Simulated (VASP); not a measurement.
Set up this calculation in VASP 6.6.1, as the native input.

- Task: single point
- Functional: PBE
- Potentials or basis: VASP PAW PBE potentials, release 64 (Ba_sv, Ti_sv, O)
- Cutoff: 520 eV
- k mesh: 7 × 7 × 7
- Occupations: fermi-dirac, width 0.03 eV
- Spin: no spin polarisation
- Dipole correction: no
- Further INCAR settings: ALGO = Normal; EDIFF = 1e-06; NBANDS = 28

The structure of BaTiO3 lies in POSCAR:

```
BaTiO3
1.0
    3.9998000000      0.0000000000      0.0000000000
    0.0000000000      3.9998000000      0.0000000000
    0.0000000000      0.0000000000      3.9376400000
Ba Ti O
1 1 3
Direct
    0.0000000000      0.0000000000      0.0000000000
    0.5000000000      0.5000000000      0.5000000000
    0.5000000000      0.5000000000      0.0000000000
    0.5000000000      0.0000000000      0.5000000000
    0.0000000000      0.5000000000      0.5000000000
```

This cell differs from its parent crystal: zz strain of -2 %.

One way to write it, as run:

INCAR

```
SYSTEM = BaTiO3
ALGO = Normal
EDIFF = 1E-6
ENCUT = 520
GGA = PE
ISIF = 2
ISMEAR = -1
LASPH = .TRUE.
LCHARG = .FALSE.
LREAL = .FALSE.
LWAVE = .FALSE.
NBANDS = 28
NELM = 100
PREC = Accurate
SIGMA = 0.03
```

KPOINTS

```
k-points
0
G
  7 7 7
  0 0 0
```

Potentials or basis: VASP PAW PBE potentials, release 64 (Ba_sv, Ti_sv, O).

Command:

```sh
$ cat potpaw_PBE.64/Ba_sv/POTCAR potpaw_PBE.64/Ti_sv/POTCAR potpaw_PBE.64/O/POTCAR > POTCAR
$ mpirun -np 1 vasp_std > vasp.out
```

It gave:

| Property | Result |
| --- | --- |
| Pressure | 7.2 GPa |
| Band gap on the k mesh | 1.82 eV (least direct gap 1.88 eV) |

Caveat: the cell differs from its parent crystal (zz strain of -2 %); the cell stands under pressure; spin-orbit coupling is left out, which moves the levels of the heavy elements; an odd mesh through Γ misses points on the zone boundary, where band edges can lie.

It took 63 s on 1 thread of Intel(R) Xeon(R) Platinum 8259CL CPU @ 2.50GHz (Skylake/Cascade Lake) (shared host), peak memory 0.21 GiB.
